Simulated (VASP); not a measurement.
# ErGaP2: single point with PBE

Crystal: ErGaP2.

```
Er Ga P
1.0
     4.09519    0.00000    0.00000
     0.00000    4.09519    0.00000
     0.00000    0.00000    6.10079
Er Ga P
1 1 2
Direct
  0.50000 0.50000 0.50000
  0.00000 0.00000 0.00000
  0.00000 0.50000 0.21835
  0.50000 0.00000 0.78165
```

| Property | Result |
| --- | --- |
| Program | VASP 6.6.1 |
| Task | single point |
| Functional | PBE |
| Potentials or basis | VASP PAW PBE potentials, release 64 (Er_3, Ga_d, P), 4f in core |
| Cutoff | 500 eV |
| k mesh | 10 × 10 × 6 |
| Occupations | tetrahedron |
| Spin | no spin polarisation |

| Property | Result |
| --- | --- |
| Pressure | 0.2 GPa |
| Largest force | 0.037 eV/Å |
| Band gap on the k mesh | 0.31 eV (least direct gap 0.54 eV) |

Forces in eV/Å, atoms in the order of the input:
```
Er   0.000  0.000  0.000
Ga   0.000  0.000  0.000
P    0.000  0.000 -0.037
P    0.000  0.000  0.037
```

Levels at points of the mesh, in eV from the valence-band top:
```tsv
k point	band 14	band 15	band 16	band 17	band 18	band 19
(0.00, 0.00, 0.00)	-0.98	-0.64	-0.64	0.39	1.42	3.44
(0.50, 0.00, 0.00)	-1.40	-1.23	-0.47	2.18	2.46	3.29
(0.50, 0.50, 0.00)	-1.80	-1.80	-0.22	0.31	2.06	2.06
(0.00, 0.00, 0.50)	-1.89	0.00	0.00	1.95	2.34	2.80
(0.50, 0.00, 0.50)	-1.14	-0.80	-0.55	1.30	2.59	3.28
(0.50, 0.50, 0.50)	-1.73	-1.73	-1.46	2.16	2.16	2.72
```

Wall time 74 s on 1 thread of Intel(R) Xeon(R) 6975P-C (Granite Rapids) (shared host), peak memory 0.34 GiB.

Caveat: spin-orbit coupling is left out, which moves the levels of the heavy elements; the 4f electrons are frozen in the core, so they carry no moment and show no levels. Spin polarisation is off, so any magnetic state and its effect on volume and gap are missing.
